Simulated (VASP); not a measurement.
# Ti3Se (P-6m2) in VASP: notebook, part 2 of 2

VASP 6.6.1. Earlier steps stand in the parts before.

### Step 3. Single point, PBE

This run uses another cell than the first one, of 16.53 Å³/atom, 0.940 times its volume.

Input file INCAR:

```
PREC     = Accurate       # precision mode
ENCUT    = 520            # plane-wave cutoff, eV
EDIFF    = 1E-6           # SCF threshold, eV
ISMEAR   = -1             # smearing method
SIGMA    = 0.05           # smearing width, eV
LREAL    = F              # projectors in reciprocal space
LASPH    = T              # aspherical terms in the spheres
NELM     = 100            # most SCF steps
ALGO     = Normal         # electronic algorithm
ISIF     = 2              # what is computed and relaxed
LWAVE    = F              # write WAVECAR
LCHARG   = T              # write CHGCAR
GGA      = PE             # functional
LELF     = T              # ELF
LVHAR    = T            
NBANDS   = 29             # bands
```

Input file KPOINTS:

```
Automatic mesh
0
Gamma
  10 10 4
```

Input file POSCAR:

```
Ti3Se
1.0
    3.1321732920      0.0000000000      0.0000000000
   -1.5660866460      2.7125416399      0.0000000000
    0.0000000000      0.0000000000      7.7806026671
Se Ti
1 3
Direct
    0.0000000000      0.0000000000      0.0000000000
    0.6666666667      0.3333333333      0.5000000000
    0.3333333333      0.6666666667      0.7729020000
    0.3333333333      0.6666666667      0.2270980000
```

Potentials or basis: VASP PAW PBE potentials, release 64 (Se, Ti_sv).

Launch:

```
> cat potpaw_PBE.64/Se/POTCAR potpaw_PBE.64/Ti_sv/POTCAR > POTCAR
> mpirun -np 1 vasp_std > vasp.out
```

Run time: 56 s. Hardware: 1 thread of AMD EPYC 9R45 (Zen 5), shared host; peak memory 0.18 GiB.

It converged, with:

```yaml
Free_energy: -28.7798 eV
Pressure: 8.1 GPa
Largest_force: 0.262 eV/Å
Band_gap_on_the_k_mesh: zero (band 21 reaches 9.15 eV, above the bottom of band 22 at 8.57 eV)
```

Forces in eV/Å, atoms in the order of the input:
```
Se   0.000  0.000  0.000
Ti   0.000  0.000  0.000
Ti   0.000  0.000 -0.262
Ti   0.000  0.000  0.262
```

Stress tensor (GPa, compression positive):
```
7.61 0.00 0.00
0.00 7.61 0.00
0.00 0.00 9.11
```

Levels at points of the mesh, in eV from the Fermi level:
```csv
k point,band 19,band 20,band 21,band 22,band 23,band 24
"(0.00, 0.00, 0.00)",-0.07,0.15,0.15,0.31,0.31,1.04
"(0.50, 0.00, 0.00)",-1.68,-0.63,-0.47,0.20,0.87,0.91
"(0.00, 0.00, 0.50)",-0.66,0.41,0.41,0.64,0.64,0.68
"(0.50, 0.00, 0.50)",-1.59,-0.95,-0.93,0.70,0.92,1.08
```

### Step 4. Single point, PBE

This run uses another cell than the first one, of 16.88 Å³/atom, 0.960 times its volume.

Input file INCAR:

```
SYSTEM = Ti3Se
ALGO = Normal
EDIFF = 1E-7
ENCUT = 520
GGA = PE
ISIF = 2
ISMEAR = -1
LASPH = .TRUE.
LCHARG = .FALSE.
LREAL = .FALSE.
LWAVE = .FALSE.
NBANDS = 29
NELM = 100
PREC = Accurate
SIGMA = 0.05
```

Input file KPOINTS:

```
k-points
0
G
  10 10 4
  0 0 0
```

Input file POSCAR:

```
Ti3Se
1.0
    3.1542315771      0.0000000000      0.0000000000
   -1.5771157886      2.7316446752      0.0000000000
    0.0000000000      0.0000000000      7.8353974489
Se Ti
1 3
Direct
    0.0000000000      0.0000000000      0.0000000000
    0.6666666667      0.3333333333      0.5000000000
    0.3333333333      0.6666666667      0.7729020000
    0.3333333333      0.6666666667      0.2270980000
```

Launch:

```
> cat potpaw_PBE.64/Se/POTCAR potpaw_PBE.64/Ti_sv/POTCAR > POTCAR
> mpirun -np 1 vasp_std > vasp.out
```

It took 75 s on 1 thread of AMD EPYC 9R45 (Zen 5), shared host; peak memory 0.18 GiB.

The run converged. Its results:

* Free energy: -28.8385 eV
* Pressure: 5.2 GPa
* Largest force: 0.181 eV/Å
* Band gap on the k mesh: zero (band 21 reaches 8.91 eV, above the bottom of band 22 at 8.34 eV)

Forces on the atoms (eV/Å):
```
Se   0.000  0.000  0.000
Ti   0.000  0.000  0.000
Ti   0.000  0.000 -0.181
Ti   0.000  0.000  0.181
```

Stress tensor (GPa, compression positive):
```
4.85 0.00 0.00
0.00 4.85 0.00
0.00 0.00 5.87
```

Levels at points of the mesh, in eV from the Fermi level:
```csv
k point,band 19,band 20,band 21,band 22,band 23,band 24
"(0.00, 0.00, 0.00)",-0.10,0.15,0.15,0.31,0.31,1.00
"(0.50, 0.00, 0.00)",-1.64,-0.65,-0.47,0.20,0.85,0.88
"(0.00, 0.00, 0.50)",-0.65,0.40,0.40,0.63,0.63,0.64
"(0.50, 0.00, 0.50)",-1.56,-0.93,-0.92,0.66,0.90,1.05
```

### Step 5. Single point, PBE

This run uses another cell than the first one, of 17.23 Å³/atom, 0.980 times its volume.

Input file INCAR:

```
  ALGO = Normal
  EDIFF = 1E-7
  ENCUT = 520
  GGA = PE
  ISIF = 2
  ISMEAR = -1
  LASPH = True
  LCHARG = False
  LREAL = False
  LWAVE = False
  NBANDS = 29
  NELM = 60
  PREC = Accurate
  SIGMA = 0.05
```

Input file KPOINTS:

```
k-points
0
Gamma
  10 10 4
```

Input file POSCAR:

```
Ti3Se
1.0
    3.1759855858      0.0000000000      0.0000000000
   -1.5879927929      2.7504841993      0.0000000000
    0.0000000000      0.0000000000      7.8894363804
Se Ti
1 3
Direct
    0.0000000000      0.0000000000      0.0000000000
    0.6666666667      0.3333333333      0.5000000000
    0.3333333333      0.6666666667      0.7729020000
    0.3333333333      0.6666666667      0.2270980000
```

Potentials or basis: VASP PAW PBE potentials, release 64 (Se, Ti_sv).

Launch:

```
> cat potpaw_PBE.64/Se/POTCAR potpaw_PBE.64/Ti_sv/POTCAR > POTCAR
> mpirun -np 1 vasp_std > vasp.out
```

OUTCAR:

```text
EDIFF = 1E-7
   ENCUT = 520
   GGA = PE
   ISIF = 2
   ISMEAR = -1
   LASPH = True
   LREAL = False
   NELM = 60
   PREC = Accurate

 ion  position               nearest neighbor table
   1  0.000  0.000  0.000-   3 2.56   4 2.56   3 2.56   4 2.56   3 2.56   4 2.56
   2  0.667  0.333  0.500-   3 2.83   4 2.83   3 2.83   4 2.83   3 2.83   4 2.83
   3  0.333  0.667  0.773-   1 2.56   1 2.56   1 2.56   2 2.83   2 2.83   2 2.83
   4  0.333  0.667  0.227-   1 2.56   1 2.56   1 2.56   2 2.83   2 2.83   2 2.83

  LATTYP: Found a hexagonal cell.
[... 960 lines left out ...]
     29      11.1306      0.00000

 [... further k-points ...]
[... 5 lines left out ...]
  --------------------------------------------------------------------------------------
  -------------------------------------------------------------------------------------
  Total        1.0116233      1.0116233      1.2659701     -0.0000000      0.0000000     -0.0000000
  in kB       23.5177494     23.5177494     29.4306851     -0.0000000      0.0000000     -0.0000000
  external PRESSURE =      25.4887279 kB  Pullay stress =       0.0000000 kB

 VOLUME and BASIS-vectors are now :
 -----------------------------------------------------------------------------
  energy-cutoff  :      520.00
  volume of cell :       68.92
      direct lattice vectors                 reciprocal lattice vectors
     3.175985586  0.000000000  0.000000000     0.314862890  0.181786174  0.000000000
    -1.587992793  2.750484199  0.000000000     0.000000000  0.363572349  0.000000000
     0.000000000  0.000000000  7.889436380     0.000000000  0.000000000  0.126751767

 POSITION                                       TOTAL-FORCE (eV/Angst)
 -----------------------------------------------------------------------------------
      0.00000      0.00000      0.00000         0.000000     -0.000000      0.000000
      1.58799      0.91683      3.94472        -0.000000      0.000000      0.000000
     -0.00000      1.83366      6.09776         0.000000     -0.000000     -0.108259
     -0.00000      1.83366      1.79168         0.000000     -0.000000      0.108259
 -----------------------------------------------------------------------------------
    total drift:                                0.000000     -0.000000     -0.000000

  FREE ENERGIE OF THE ION-ELECTRON SYSTEM (eV)
  ---------------------------------------------------
  free  energy   TOTEN  =       -28.8726586338 eV

  energy  without entropy=      -28.8496914508  energy(sigma->0) =      -28.86117504
```

stdout:

```text
POSCAR found type information on POSCAR SeTi
 POSCAR found :  2 types and       4 ions
 scaLAPACK will be used
 LDA part: xc-table for (Slater+PW92), standard interpolation
 POSCAR, INCAR and KPOINTS ok, starting setup
 FFT: planning ... GRIDC
 FFT: planning ... GRID_SOFT
 FFT: planning ... GRID
 WAVECAR not read
 entering main loop
```

It took 85 s on 1 thread of AMD EPYC 9R45 (Zen 5), shared host; peak memory 0.18 GiB.

What came out:

```yaml
Free_energy: -28.8727 eV
Pressure: 2.5 GPa
Largest_force: 0.108 eV/Å
Band_gap_on_the_k_mesh: zero (band 21 reaches 8.68 eV, above the bottom of band 22 at 8.11 eV)
```

Forces on the atoms (eV/Å):
```
Se   0.000  0.000  0.000
Ti   0.000  0.000  0.000
Ti   0.000  0.000 -0.108
Ti   0.000  0.000  0.108
```

### Step 6. Summary

```tsv
level	cell	gap on the mesh (eV)	pressure (GPa)	largest force (eV/Å)
r2SCAN	a = 3.197, b = 3.197, c = 7.943 Å, angles 90.0, 90.0, 120.0°, 4 atoms	none	-0.3	0.04
PBE	a = 3.132, b = 3.132, c = 7.781 Å, angles 90.0, 90.0, 120.0°, 4 atoms	none	8.1	0.26
PBE	a = 3.154, b = 3.154, c = 7.835 Å, angles 90.0, 90.0, 120.0°, 4 atoms	none	5.2	0.18
PBE	a = 3.176, b = 3.176, c = 7.889 Å, angles 90.0, 90.0, 120.0°, 4 atoms	none	2.5	0.11
```

Alike in all rows: task single point; potentials or basis VASP PAW PBE potentials, release 64 (Se, Ti_sv); no spin polarisation; k mesh 10 × 10 × 4; cutoff (eV) 520; smearing fermi-dirac 0.05 eV.

Caveats: the PAW data sets were made with another functional, which shifts forces and pressure a little (some runs).

Absolute energies hang on the potentials; compare differences alone.
